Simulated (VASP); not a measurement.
A run of VASP 6.6.1:

Contents of INCAR:

```
PREC     = Accurate       # precision mode
ENCUT    = 520            # plane-wave cutoff, eV
EDIFF    = 1E-7           # SCF threshold, eV
ISMEAR   = 0              # smearing method
SIGMA    = 0.15           # smearing width, eV
LREAL    = F              # projectors in reciprocal space
LASPH    = T              # aspherical terms in the spheres
NELM     = 60             # most SCF steps
ALGO     = Normal         # electronic algorithm
ISIF     = 2              # what is computed and relaxed
LWAVE    = F              # write WAVECAR
LCHARG   = T              # write CHGCAR
GGA      = PE             # functional
LELF     = T              # ELF
LVHAR    = T            
NBANDS   = 12             # bands
```

The input KPOINTS:

```
Automatic mesh
0
Gamma
  20 20 20
```

File POSCAR:

```
Ag
1.0
    0.0000000000      2.0226690000      2.0431000000
    2.0431000000      0.0000000000      2.0431000000
    2.0431000000      2.0226690000      0.0000000000
Ag
1
Direct
    0.0000000000      0.0000000000      0.0000000000
```

Potentials or basis: VASP PAW PBE potentials, release 64 (Ag).

Launch:

```sh
$ cat potpaw_PBE.64/Ag/POTCAR > POTCAR
$ mpirun -np 1 vasp_std > vasp.out
```

Hardware: 1 thread of Intel(R) Xeon(R) 6975P-C (Granite Rapids), on a shared host.

**Question.** How long does it take, and how much memory?

**Answer.** It took 35 s on 1 thread of Intel(R) Xeon(R) 6975P-C (Granite Rapids), with other jobs on the host, peak memory 0.24 GiB. Counts: scf iterations 12, k points 641.
